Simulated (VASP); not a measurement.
Cu: relaxation of cell and atoms with PBEsol

Cu:

```
Cu
1.0
     0.00000    1.80750    1.80750
     1.80750    0.00000    1.80750
     1.80750    1.80750    0.00000
Cu
1
Direct
  0.00000 0.00000 0.00000
```

```
Program                : VASP 6.6.1
Task                   : relaxation of cell and atoms
Functional             : PBEsol
Potentials or basis    : VASP PAW PBE potentials, release 64 (Cu)
Cutoff                 : 600 eV
k mesh                 : 24 × 24 × 24
Occupations            : fermi-dirac, width 0.05 eV
Spin                   : no spin polarisation
Dipole correction      : no
Further INCAR settings : ALGO = Normal; EDIFF = 1e-06; IBRION = 2; EDIFFG = -0.002; NSW = 100; ISIF = 3
```

* Relaxed volume: 11.37 Å³/atom
* Relaxed cell: a = 2.524 Å, b = 2.524 Å, c = 2.524 Å, α = 60.00°, β = 60.00°, γ = 60.00°
* Space group after relaxing (to 0.05 Å): Fm-3m (No. 225)
* Energy gained by relaxing: 8.2 meV/atom
* Ionic steps: 6
* Pressure after relaxing: 0.0 GPa

Step by step:
```
step  energy change (eV)  largest force (eV/Å)  pressure (GPa)  volume (Å³)
   1              0.0000                0.0000           -5.70        11.81
   2             -0.0050                0.0000            4.07        11.11
   3             -0.0082                0.0000           -0.04        11.37
   4             -0.0082                0.0000            0.13        11.36
   5             -0.0082                0.0000           -0.04        11.37
   6             -0.0082                0.0000           -0.03        11.37
```

Final structure:
```
Cu
1.0
     0.00000    1.78465    1.78465
     1.78465    0.00000    1.78465
     1.78465    1.78465    0.00000
Cu
1
Direct
  0.00000 0.00000 0.00000
```

Levels at points of the mesh, in eV from the Fermi level:
```csv
k point,band 3,band 4,band 5,band 6,band 7,band 8,band 9
"(0.00, 0.00, 0.00)",-3.15,-3.15,-2.27,-2.27,22.88,25.79,25.79
"(0.50, 0.00, 0.00)",-3.19,-1.67,-1.67,-1.16,3.92,21.35,22.60
"(0.50, 0.50, 0.00)",-1.69,-1.52,-1.52,1.42,7.36,13.32,13.32
```

Wall time 81 s on 1 thread of Intel(R) Xeon(R) Platinum 8375C CPU @ 2.90GHz (Ice Lake) (shared host), peak memory 0.18 GiB.

Caveat: the PAW data sets were made with another functional, which shifts forces and pressure a little.
